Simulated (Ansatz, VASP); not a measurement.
Al4B3P: VASP beside Ansatz

```
CELL_PARAMETERS angstrom
5.10764 0.00000 0.00000
0.00000 5.10764 0.00000
0.00000 0.00000 5.10764
ATOMIC_POSITIONS crystal
Al 0.73092 0.26908 0.73092
Al 0.26908 0.73092 0.73092
Al 0.73092 0.73092 0.26908
Al 0.26908 0.26908 0.26908
B 0.50000 0.50000 0.00000
B 0.50000 0.00000 0.50000
B 0.00000 0.50000 0.50000
P 0.00000 0.00000 0.00000
```

Alike in both runs: functional PBE; k mesh 4 × 4 × 4; occupations gaussian, width 0.2 eV; no spin polarisation.

Ansatz relaxed the structure, and its values are those at the end. VASP's run is a single point on that final structure, the one shown.

```csv
,VASP,Ansatz
version,VASP 6.6.1,Ansatz 0.2.0
potentials or method,"VASP PAW PBE potentials, release 64 (Al, B, P), cutoff 500 eV","scalar-relativistic, plane waves, PAW"
valence electrons in the cell,26,26
```

VASP gave:

- gap on the k mesh at the Fermi level (eV): none
- pressure (GPa): 0.0
- rms of the force components (eV/Å): 0.011

Problem. What did Ansatz give for the same quantities?

Solution. gap on the k mesh at the Fermi level (eV): none; pressure (GPa): 0.1; rms of the force components (eV/Å): 0.013.

A gap of «none» marks a metal or a gap that the smearing closes. The functional is the same, so the differences come from potentials, cutoffs and numerics.
